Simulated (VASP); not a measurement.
Crystal: Se.

```
Se
1.0
     4.36620    0.00000    0.00000
    -2.18310    3.78124    0.00000
     0.00000    0.00000    4.95360
Se
3
Direct
  0.22540 0.00000 0.33333
  0.00000 0.22540 0.66667
  0.77460 0.77460 0.00000
```

```yaml
Program: VASP 6.6.1
Task: relaxation of volume and atoms at fixed shape
Functional: r2SCAN
Potentials_or_basis: VASP PAW PBE potentials, release 64 (Se)
Cutoff: 600 eV
k_mesh: 7 × 7 × 5
Occupations: methfessel-paxton, width 0.02 eV
Spin: no spin polarisation
```

At the start: pressure 1.3 GPa; volume 27.26 Å³/atom.

Q: Where does the relaxation end?

A: Over 9 steps the energy falls by 4.6 meV/atom and the volume is 28.60 Å³/atom (+4.9 %); space group P3_121 (No. 152, to 0.1 Å) before and after.

The path:
```
step  energy change (eV)  largest force (eV/Å)  pressure (GPa)  volume (Å³)
   1              0.0000                0.0553            1.31        81.78
   2             -0.0038                0.2938           -0.67        84.45
   3             -0.0065                0.1602            0.05        83.38
   4             -0.0096                0.1203            0.07        83.94
   5             -0.0125                0.0585            0.06        84.79
   6             -0.0128                0.0767            0.09        86.49
   7             -0.0136                0.0137            0.07        85.70
   8             -0.0136                0.0231           -0.11        86.02
   9             -0.0137                0.0012            0.00        85.81
```

Final structure:
```
CELL_PARAMETERS angstrom
4.43667 0.00000 0.00000
-2.21834 3.84227 0.00000
0.00000 0.00000 5.03355
ATOMIC_POSITIONS crystal
Se 0.21965 0.00000 0.33333
Se 0.00000 0.21965 0.66667
Se 0.78035 0.78035 0.00000
```

Caveat: the PAW data sets were made with another functional, which shifts forces and pressure a little.
